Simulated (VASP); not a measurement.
# Sr (I4_1/amd) in VASP: a series of runs

Runs on Sr. Level: PBE. Tasks: single point.

Everything below comes from runs of VASP 6.6.1. Logs are shortened: lines on timing, memory, paths and dates and some standing lists are left out, and cuts for length are marked.

## (1) The cell of the first run

Symmetry: I4_1/amd, No. 141, tetragonal system. The conventional cell has a = 7.256 Å, b = 7.256 Å, c = 3.915 Å, α = 90.00°, β = 90.00°, γ = 90.00°. Within 4.9 Å of Sr (site symmetry -4m2) lie 10 Sr at 3.76 to 4.67 Å.

## (2) Single point, PBE (volume scaled by 0.92)

Contents of INCAR:

```
SYSTEM = Sr
  ALGO = Normal
  EDIFF = 1E-6
  ENCUT = 520
  GGA = PE
  ISIF = 2
  ISMEAR = -1
  LASPH = .TRUE.
  LCHARG = .TRUE.
  LELF = .TRUE.
  LREAL = .FALSE.
  LVHAR = .TRUE.
  LWAVE = .FALSE.
  NBANDS = 17
  NELM = 60
  PREC = Accurate
  SIGMA = 0.1
```

Contents of KPOINTS:

```
k-points
0
G
  12 12 12
  0 0 0
```

Contents of POSCAR:

```
Sr
1.0
   -3.6281031177      3.6281031177      1.9577306381
    3.6281031177     -3.6281031177      1.9577306381
    3.6281031177      3.6281031177     -1.9577306381
Sr
2
Direct
   -0.3750000000     -0.1250000000     -0.2500000000
    0.3750000000      0.1250000000      0.2500000000
```

Potentials or basis: VASP PAW PBE potentials, release 64 (Sr_sv).

The run is started by

```sh
> cat potpaw_PBE.64/Sr_sv/POTCAR > POTCAR
> mpirun -np 1 vasp_std > vasp.out
```

OUTCAR:

```text
SYSTEM = Sr
   EDIFF = 1E-6
   ENCUT = 520
   GGA = PE
   ISIF = 2
   ISMEAR = -1
   LASPH = .TRUE.
   LREAL = .FALSE.
   NELM = 60
   PREC = Accurate

 ion  position               nearest neighbor table
   1  0.625  0.875  0.750-   2 3.76   2 3.76   2 3.76   2 3.76   2 4.67   2 4.67   2 4.67   2 4.67

   2  0.375  0.125  0.250-   1 3.76   1 3.76   1 3.76   1 3.76   1 4.67   1 4.67   1 4.67   1 4.67

  LATTYP: Found a body centered tetragonal cell.
 ALAT       =     7.2562062354
 C/A-ratio  =     0.5396017077

  Lattice vectors:

 A1 = (  -3.6281031177,   3.6281031177,   1.9577306381)
 A2 = (   3.6281031177,  -3.6281031177,   1.9577306381)
 A3 = (   3.6281031177,   3.6281031177,  -1.9577306381)

Analysis of symmetry for initial positions (statically):
=====================================================================
 Subroutine PRICEL returns:
 Original cell was already a primitive cell.

 Routine SETGRP: Setting up the symmetry group for a
 body centered tetragonal supercell.

 Subroutine GETGRP returns: Found 16 space group operations
 (whereof  4 operations were pure point group operations)
 out of a pool of 16 trial point group operations.

The static configuration has the point symmetry C_2h.
 The point group associated with its full space group is D_4h.

Analysis of symmetry for dynamics (positions and initial velocities):
=====================================================================
 Subroutine PRICEL returns:
 Original cell was already a primitive cell.

 Routine SETGRP: Setting up the symmetry group for a
 body centered tetragonal supercell.

 Subroutine GETGRP returns: Found 16 space group operations
 (whereof  4 operations were pure point group operations)
 out of a pool of 16 trial point group operations.

The dynamic configuration has the point symmetry C_2h.
 The point group associated with its full space group is D_4h.

 Subroutine INISYM returns: Found 16 space group operations
 (whereof  4 operations are pure point group operations),
 and found     1 'primitive' translations

----------------------------------------------------------------------------------------

                                     Primitive cell

  volume of cell :     103.0795

  direct lattice vectors                    reciprocal lattice vectors
    -3.628103118  3.628103118  1.957730638     0.000000000  0.137813062  0.255397750
     3.628103118 -3.628103118  1.957730638     0.137813062  0.000000000  0.255397750
     3.628103118  3.628103118 -1.957730638     0.137813062  0.137813062  0.000000000

  length of vectors
     5.491718649  5.491718649  5.491718649     0.290207599  0.290207599  0.194897101

  position of ions in fractional coordinates (direct lattice)
     0.625000000  0.875000000  0.750000000
     0.375000000  0.125000000  0.250000000

  ion indices of the primitive-cell ions
   primitive index   ion index
                 1           1
                 2           2

----------------------------------------------------------------------------------------

 KPOINTS: k-points

Automatic generation of k-mesh.
 Grid dimensions read from file:
 generate k-points for:   12   12   12

 Generating k-lattice:

  Cartesian coordinates                     Fractional coordinates (reciprocal lattice)
     0.000000000  0.011484422  0.021283146     0.083333333  0.000000000  0.000000000
     0.011484422  0.000000000  0.021283146     0.000000000  0.083333333  0.000000000
     0.011484422  0.011484422  0.000000000     0.000000000  0.000000000  0.083333333

  Length of vectors
     0.024183967  0.024183967  0.016241425

  Shift w.r.t. Gamma in fractional coordinates (k-lattice)
     0.000000000  0.000000000  0.000000000

 Subroutine IBZKPT returns following result:
 ===========================================

 Found    163 irreducible k-points:

 Following reciprocal coordinates:
            Coordinates               Weight
  0.000000  0.000000  0.000000      1.000000
  0.083333  0.000000 -0.000000      8.000000
  0.166667 -0.000000  0.000000      8.000000
  0.250000  0.000000  0.000000      8.000000
  0.333333  0.000000  0.000000      8.000000
  0.416667  0.000000  0.000000      8.000000
[... 16 lines left out ...]
  0.500000  0.166667  0.000000     16.000000
 -0.416667  0.166667  0.000000     16.000000
 [... further k-points ...]
   k-points           NKPTS =    163   k-points in BZ     NKDIM =    163   number of bands    NBANDS=     17
   number of dos      NEDOS =    301   number of ions     NIONS =      2
   total plane-waves  NPLWV =  74088
   dimension x,y,z NGX =    42 NGY =   42 NGZ =   42
   dimension x,y,z NGXF=    84 NGYF=   84 NGZF=   84
   ions per type =               2
   NGX,Y,Z   is equivalent  to a cutoff of  12.71, 12.71, 12.71 a.u.
   NGXF,Y,Z  is equivalent  to a cutoff of  25.43, 25.43, 25.43 a.u.
 SYSTEM =  Sr
   PREC   = accura    normal or accurate (medium, high low for compatibility)
   ISTART =      0    job   : 0-new  1-cont  2-samecut
   ICHARG =      2    charge: 1-file 2-atom 10-const
   ISPIN  =      1    spin polarized calculation?
   LNONCOLLINEAR =      F non collinear calculations
   LSORBIT =      F    spin-orbit coupling
   LASPH  =      T    aspherical Exc in radial PAW
   ENCUT  =  520.0 eV  38.22 Ry    6.18 a.u.  10.21 10.21 10.21*2*pi/ulx,y,z
   NELM   =     60;   NELMIN=  2; NELMDL= -5     # of ELM steps
   EDIFF  = 0.1E-05   stopping-criterion for ELM
   LREAL  =      F    real-space projection
   EDIFFG = 0.1E-04   stopping-criterion for IOM
   NSW    =      0    number of steps for IOM
   IBRION =     -1    ionic relax: 0-MD 1-quasi-New 2-CG
   NFREE  =      0    steps in history (QN), initial steepest desc. (CG)
   ISIF   =      2    stress and relaxation
   ISYM   =      2    0-nonsym 1-usesym 2-fastsym
   POTIM  = 0.5000    time-step for ionic-motion
   TEBEG  =    0.0;   TEEND  =   0.0 temperature during run
   PSTRESS=    0.0 pullay stress
   NELECT =      20.0000    total number of electrons
   NUPDOWN=      -1.0000    fix difference up-down
   EMIN   =  10.00;   EMAX   =-10.00  energy-range for DOS
   EFERMI =   0.00;   METHOD = LEGACY
   ISMEAR =    -1;   SIGMA  =   0.10  broadening in eV -4-tet -1-fermi 0-gaus
   EFERMI_NEDOS =   21; number of points for ismear=-14 and -15
   IALGO  =     38    algorithm
   IMIX   =      4    mixing-type and parameters
     AMIX     =   0.40;   BMIX     =  1.00
     AMIX_MAG =   1.60;   BMIX_MAG =  1.00
  volume/ion in A,a.u.               =      51.54       347.81
  Fermi-wavevector in a.u.,A,eV,Ry     =   0.947751  1.790989 12.221180  0.898231
  Thomas-Fermi vector in A             =   2.075874
   LORBIT       =      0    0 simple, 1 ext, 2 COOP (PROOUT), +10 PAW based schemes
   GGA     = PE    functional components
   LHFCALC =     F    Hartree Fock is set to
   AEXX    =    0.0000 exact exchange contribution
   IVDW    =     0    specifies the selected vdW correction
   LEPSILON=     F    determine dielectric tensor
   LRPA    =     F    only Hartree local field effects (RPA)
 non-spin polarized calculation
  energy-cutoff  :      520.00
  volume of cell :      103.08
 maximum number of plane-waves:      2807
 NGX is ok and might be reduce to    42
   NGX = 21   NGY = 21   NGZ = 21

 number of electron      20.0000000 magnetization

 Free energy of the ion-electron system (eV)
  ---------------------------------------------------
  ext. energy  EPLUGINS =         0.00000000
  ---------------------------------------------------
  free energy    TOTEN  =        -2.79336577 eV

  energy without entropy =       -2.69411938  energy(sigma->0) =       -2.74374257

 E-fermi :   1.6613     XC(G=0):  -7.5394

 val. band max:        1.6600920826   @ k =   0.1667   0.0833   0.0000
 cond. band min:       1.6637687110   @ k =  -0.1667  -0.3333   0.1667
 fundamental gap:      0.0036766284
 Fermi energy:         1.6612663872

 k-point     1 :       0.0000    0.0000    0.0000
  band No.  band energies     occupation
      1     -34.8991      2.00000
      2     -34.8486      2.00000
      3     -17.0232      2.00000
      4     -17.0232      2.00000
      5     -16.7544      2.00000
      6     -16.7503      2.00000
[... 9 lines left out ...]
     16       5.4329      0.00000
     17       5.4490      0.00000

 k-point     2 :       0.0833    0.0000   -0.0000
  band No.  band energies     occupation
      1     -34.8974      2.00000
      2     -34.8483      2.00000
      3     -17.0217      2.00000
      4     -17.0159      2.00000
      5     -16.7723      2.00000
      6     -16.7673      2.00000
[... 9 lines left out ...]
     16       5.1042      0.00000
     17       5.1607      0.00000

 k-point     3 :       0.1667   -0.0000    0.0000
  band No.  band energies     occupation
      1     -34.8927      2.00000
      2     -34.8477      2.00000
      3     -17.0175      2.00000
      4     -16.9965      2.00000
      5     -16.8193      2.00000
      6     -16.8106      2.00000
[... 9 lines left out ...]
     16       4.6497      0.00000
     17       4.8801      0.00000

 k-point     4 :       0.2500    0.0000    0.0000
  band No.  band energies     occupation
      1     -34.8859      2.00000
      2     -34.8472      2.00000
      3     -17.0118      2.00000
      4     -16.9745      2.00000
      5     -16.8824      2.00000
      6     -16.8611      2.00000
[... 9 lines left out ...]
     16       4.5052      0.00000
     17       4.5766      0.00000
[... 343 lines left out ...]
      1     -34.8696      2.00000
      2     -34.8508      2.00000
      3     -17.0278      2.00000
      4     -16.9834      2.00000
      5     -16.9698      2.00000
      6     -16.8749      2.00000
[... 9 lines left out ...]
     16       4.4357      0.00000
     17       5.2599      0.00000

 k-point    23 :       0.5000    0.1667    0.0000
  band No.  band energies     occupation
      1     -34.8730      2.00000
      2     -34.8528      2.00000
      3     -17.0085      2.00000
      4     -16.9590      2.00000
      5     -16.9495      2.00000
      6     -16.8457      2.00000
[... 9 lines left out ...]
     16       4.3841      0.00000
     17       5.2886      0.00000

 k-point    24 :      -0.4167    0.1667    0.0000
  band No.  band energies     occupation
      1     -34.8795      2.00000
      2     -34.8536      2.00000
      3     -17.0049      2.00000
      4     -16.9336      2.00000
      5     -16.9051      2.00000
      6     -16.8368      2.00000
[... 9 lines left out ...]
     16       4.3760      0.00000
     17       5.1178      0.00000

 [... further k-points ...]
[... 5 lines left out ...]
  --------------------------------------------------------------------------------------
  -------------------------------------------------------------------------------------
  Total        0.4957117      0.4957117      0.4930511     -0.0000000     -0.0000000      0.0000000
  in kB        7.7049094      7.7049094      7.6635564     -0.0000000     -0.0000000      0.0000000
  external PRESSURE =       7.6911251 kB  Pullay stress =       0.0000000 kB

 VOLUME and BASIS-vectors are now :
 -----------------------------------------------------------------------------
  energy-cutoff  :      520.00
  volume of cell :      103.08
      direct lattice vectors                 reciprocal lattice vectors
    -3.628103118  3.628103118  1.957730638     0.000000000  0.137813062  0.255397750
     3.628103118 -3.628103118  1.957730638     0.137813062  0.000000000  0.255397750
     3.628103118  3.628103118 -1.957730638     0.137813062  0.137813062  0.000000000

 POSITION                                       TOTAL-FORCE (eV/Angst)
 -----------------------------------------------------------------------------------
      3.62810      1.81405      1.46830         0.000000      0.000000      0.000000
      0.00000      1.81405      0.48943        -0.000000     -0.000000     -0.000000
 -----------------------------------------------------------------------------------
    total drift:                               -0.000000     -0.000000      0.000000

  FREE ENERGIE OF THE ION-ELECTRON SYSTEM (eV)
  ---------------------------------------------------
  free  energy   TOTEN  =        -2.7933657675 eV

  energy  without entropy=       -2.6941193793  energy(sigma->0) =       -2.74374257
```

Run time: 3.4 min. Hardware: 1 thread of Oxide Virtual Turin-like, shared host; peak memory 0.39 GiB.

What came out:

| Property | Result |
| --- | --- |
| Free energy | -2.7934 eV |
| Pressure | 0.8 GPa |
| Band gap on the k mesh | zero (band 10 reaches 2.10 eV, above the bottom of band 11 at 1.45 eV) |

(Continued in part 2 of 2.)
